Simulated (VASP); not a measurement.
Crystal: TiCo.

```
CELL_PARAMETERS angstrom
2.98611 0.00000 0.00000
0.00000 2.98611 0.00000
0.00000 0.00000 2.98611
ATOMIC_POSITIONS crystal
Ti 0.00000 0.00000 0.00000
Co 0.50000 0.50000 0.50000
```

Base run:

* Program: VASP 6.6.1
* Functional: LDA
* Potentials or basis: VASP PAW LDA potentials, release 64 (Ti_sv, Co)
* Cutoff: 520 eV
* k mesh: 7 × 7 × 7
* Occupations: fermi-dirac, width 0.136057 eV
* Spin: collinear spin, ferromagnetic start
* Starting moments: [0.0, 0.6] μB

Its results: pressure -14.7 GPa; net moment 0.00 μB per cell.

Q: The run is repeated on the same cell with these changes: further incar settings from ALGO = Normal; EDIFF = 1e-07; NBANDS = 22 to ALGO = Normal; EDIFF = 1e-06; NBANDS = 22. What comes out?

A: Pressure -14.9 GPa; net moment 0.13 μB per cell; site moments Ti +0.00; Co +0.13 μB.
